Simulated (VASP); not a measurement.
# Rb (Fm-3m) in VASP: further runs, part 2 of 3

VASP 6.6.1.

## 3. Single point, r2SCAN

This run uses another cell than the first one, of 92.59 Å³/atom, 1.021 times its volume.

File POSCAR:

```
Rb
1.0
    0.0000000000      3.5906913345      3.5906913345
    3.5906913345      0.0000000000      3.5906913345
    3.5906913345      3.5906913345      0.0000000000
Rb
1
Direct
    0.0000000000      0.0000000000      0.0000000000
```

File INCAR.step1:

```
SYSTEM = Rb
ALGO = Normal
EDIFF = 1E-4
ENCUT = 520
GGA = PE
ISMEAR = 0
LASPH = .True.
LCHARG = .False.
LREAL = .False.
LWAVE = .True.
NBANDS = 10
NELM = 80
PREC = Accurate
SIGMA = 0.15
```

File INCAR.step2:

```
SYSTEM = Rb
ALGO = Normal
EDIFF = 1E-6
ENCUT = 520
ISIF = 2
ISMEAR = 0
ISTART = 1
LASPH = .True.
LCHARG = .True.
LELF = .True.
LMIXTAU = .True.
LREAL = .False.
LVHAR = .True.
LWAVE = .False.
METAGGA = R2SCAN
NBANDS = 10
NELM = 80
PREC = Accurate
SIGMA = 0.15
```

File KPOINTS:

```
k-points
0
Gamma
  6 6 6
  0 0 0
```

Potentials or basis: VASP PAW PBE potentials, release 64 (Rb_sv).

Launch:

```
$ cat potpaw_PBE.64/Rb_sv/POTCAR > POTCAR
$ cp INCAR.step1 INCAR
$ mpirun -np 1 vasp_std > vasp.out
$ cp INCAR.step2 INCAR
$ mpirun -np 1 vasp_std > vasp.out
```

Wall time 80 s (1 thread of Intel Xeon 6975P-C, shared host); peak memory 0.25 GiB.

Results (log left out):

```
Free energy : -13.9147 eV
Pressure    : 0.1 GPa
```

Levels at points of the mesh, in eV from the Fermi level:
```tsv
k point	band 2	band 3	band 4	band 5	band 6	band 7	band 8	band 9
(0.00, 0.00, 0.00)	-13.52	-13.52	-13.52	-2.02	4.04	4.04	4.04	5.48
(0.50, 0.00, 0.00)	-13.62	-13.54	-13.54	0.31	0.61	3.79	3.79	6.08
(0.50, 0.50, 0.00)	-13.61	-13.56	-13.56	0.76	1.46	2.05	4.86	4.86
```

Caveat: the PAW data sets were made with another functional, which shifts forces and pressure a little.

## 4. Single point, r2SCAN

This run uses another cell than the first one, of 94.52 Å³/atom, 1.043 times its volume.

File POSCAR:

```
Rb
1.0
    0.0000000000      3.6154555055      3.6154555055
    3.6154555055      0.0000000000      3.6154555055
    3.6154555055      3.6154555055      0.0000000000
Rb
1
Direct
    0.0000000000      0.0000000000      0.0000000000
```

File INCAR.step1:

```
SYSTEM = Rb
ALGO = Normal
EDIFF = 1E-4
ENCUT = 520
GGA = PE
ISMEAR = 0
LASPH = .TRUE.
LCHARG = .FALSE.
LREAL = .FALSE.
LWAVE = .TRUE.
NBANDS = 10
NELM = 60
PREC = Accurate
SIGMA = 0.15
```

File INCAR.step2:

```
SYSTEM = Rb
ALGO = Normal
EDIFF = 1E-6
ENCUT = 520
ISIF = 2
ISMEAR = 0
ISTART = 1
LASPH = .TRUE.
LCHARG = .TRUE.
LELF = .TRUE.
LMIXTAU = .TRUE.
LREAL = .FALSE.
LVHAR = .TRUE.
LWAVE = .FALSE.
METAGGA = R2SCAN
NBANDS = 10
NELM = 60
PREC = Accurate
SIGMA = 0.15
```

File KPOINTS:

```
k-points
0
G
  6 6 6
  0 0 0
```

Potentials or basis: VASP PAW PBE potentials, release 64 (Rb_sv).

Launch:

```
$ cat potpaw_PBE.64/Rb_sv/POTCAR > POTCAR
$ cp INCAR.step1 INCAR
$ mpirun -np 1 vasp_std > vasp.out
$ cp INCAR.step2 INCAR
$ mpirun -np 1 vasp_std > vasp.out
```

OUTCAR:

```text
SYSTEM = Rb
   EDIFF = 1E-6
   ENCUT = 520
   ISIF = 2
   ISMEAR = 0
   ISTART = 1
   LASPH = .TRUE.
   LREAL = .FALSE.
   METAGGA = R2SCAN
   NELM = 60
   PREC = Accurate

 ion  position               nearest neighbor table
   1  0.000  0.000  0.000-

  LATTYP: Found a face centered cubic cell.
 ALAT       =     7.2309110110

  Lattice vectors:

 A1 = (   0.0000000000,   3.6154555055,   3.6154555055)
 A2 = (   3.6154555055,   0.0000000000,   3.6154555055)
 A3 = (   3.6154555055,   3.6154555055,   0.0000000000)

Analysis of symmetry for initial positions (statically):
=====================================================================
 Subroutine PRICEL returns:
 Original cell was already a primitive cell.

 Routine SETGRP: Setting up the symmetry group for a
 face centered cubic supercell.

 Subroutine GETGRP returns: Found 48 space group operations
 (whereof 48 operations were pure point group operations)
 out of a pool of 48 trial point group operations.

The static configuration has the point symmetry O_h .

Analysis of symmetry for dynamics (positions and initial velocities):
=====================================================================
 Subroutine PRICEL returns:
 Original cell was already a primitive cell.

 Routine SETGRP: Setting up the symmetry group for a
 face centered cubic supercell.

 Subroutine GETGRP returns: Found 48 space group operations
 (whereof 48 operations were pure point group operations)
 out of a pool of 48 trial point group operations.

The dynamic configuration has the point symmetry O_h .

 Subroutine INISYM returns: Found 48 space group operations
 (whereof 48 operations are pure point group operations),
 and found     1 'primitive' translations

----------------------------------------------------------------------------------------

                                     Primitive cell

  volume of cell :      94.5190

[... 101 lines left out ...]
   LORBIT       =      0    0 simple, 1 ext, 2 COOP (PROOUT), +10 PAW based schemes
   METAGGA = R2SCAN    functional components
   LHFCALC =     F    Hartree Fock is set to
   AEXX    =    0.0000 exact exchange contribution
   IVDW    =     0    specifies the selected vdW correction
   LEPSILON=     F    determine dielectric tensor
   LRPA    =     F    only Hartree local field effects (RPA)
 non-spin polarized calculation
 Gauss-broadening in eV      SIGMA  =   0.15
  energy-cutoff  :      520.00
  volume of cell :       94.52
 maximum number of plane-waves:      2637
 NGX is ok and might be reduce to    40
   NGX = 19   NGY = 19   NGZ = 19

 number of electron       9.0000000 magnetization

 Free energy of the ion-electron system (eV)
  ---------------------------------------------------
  ext. energy  EPLUGINS =         0.00000000
  ---------------------------------------------------
  free energy    TOTEN  =       -13.91552811 eV

  energy without entropy =      -13.90610132  energy(sigma->0) =      -13.91081471

 E-fermi :  -0.0636     XC(G=0):  -5.6331

 val. band max:       -0.1596393771   @ k =   0.5000   0.3333   0.1667
 cond. band min:       0.1609164613   @ k =   0.5000   0.1667   0.0000
 fundamental gap:      0.3205558384
 Fermi energy:        -0.0635920416

 k-point     1 :       0.0000    0.0000    0.0000
  band No.  band energies     occupation
      1     -30.1084      2.00000
      2     -13.6015      2.00000
      3     -13.6015      2.00000
      4     -13.6015      2.00000
      5      -2.0622      2.00000
      6       3.9580      0.00000
      7       3.9580      0.00000
      8       3.9580      0.00000
      9       5.3809      0.00000
     10       5.3809      0.00000
[... 183 lines left out ...]
 k-point    16 :      -0.3333    0.5000    0.1667
  band No.  band energies     occupation
      1     -30.1038      2.00000
      2     -13.6697      2.00000
      3     -13.6448      2.00000
      4     -13.6330      2.00000
      5       1.0297      0.00000
      6       1.4641      0.00000
      7       1.7575      0.00000
      8       3.2270      0.00000
      9       5.3550      0.00000
     10       6.0624      0.00000

------------------------ aborting loop because EDIFF is reached ----------------------------------------

  FORCE on cell =-STRESS in cart. coord.  units (eV):
  Direction    XX          YY          ZZ          XY          YZ          ZX
  --------------------------------------------------------------------------------------
  -------------------------------------------------------------------------------------
  Total        0.0276744      0.0276744      0.0276744      0.0000000     -0.0000000      0.0000000
  in kB        0.4691054      0.4691054      0.4691054      0.0000000     -0.0000000      0.0000000
  external PRESSURE =       0.4691054 kB  Pullay stress =       0.0000000 kB

 VOLUME and BASIS-vectors are now :
 -----------------------------------------------------------------------------
  energy-cutoff  :      520.00
  volume of cell :       94.52
      direct lattice vectors                 reciprocal lattice vectors
     0.000000000  3.615455505  3.615455505    -0.138295161  0.138295161  0.138295161
     3.615455505  0.000000000  3.615455505     0.138295161 -0.138295161  0.138295161
     3.615455505  3.615455505  0.000000000     0.138295161  0.138295161 -0.138295161

 POSITION                                       TOTAL-FORCE (eV/Angst)
 -----------------------------------------------------------------------------------
      0.00000      0.00000      0.00000         0.000000      0.000000      0.000000
 -----------------------------------------------------------------------------------
    total drift:                               -0.000000      0.000000     -0.000000

  FREE ENERGIE OF THE ION-ELECTRON SYSTEM (eV)
  ---------------------------------------------------
  free  energy   TOTEN  =       -13.9155281100 eV

  energy  without entropy=      -13.9061013182  energy(sigma->0) =      -13.91081471
```

Run time: 74 s. Hardware: 1 thread of Intel Xeon 6975P-C, shared host; peak memory 0.25 GiB.

Results:

```yaml
Free_energy: -13.9155 eV
Pressure: 0.0 GPa
```

Levels at points of the mesh, in eV from the Fermi level:
```
           k point  band 2  band 3  band 4  band 5  band 6  band 7  band 8  band 9
(0.00, 0.00, 0.00)  -13.54  -13.54  -13.54   -2.00    4.02    4.02    4.02    5.44
(0.50, 0.00, 0.00)  -13.62  -13.55  -13.55    0.31    0.60    3.78    3.78    6.03
(0.50, 0.50, 0.00)  -13.62  -13.57  -13.57    0.77    1.43    2.06    4.80    4.80
```

Caveat: the PAW data sets were made with another functional, which shifts forces and pressure a little.

[end of part 2 of 3]
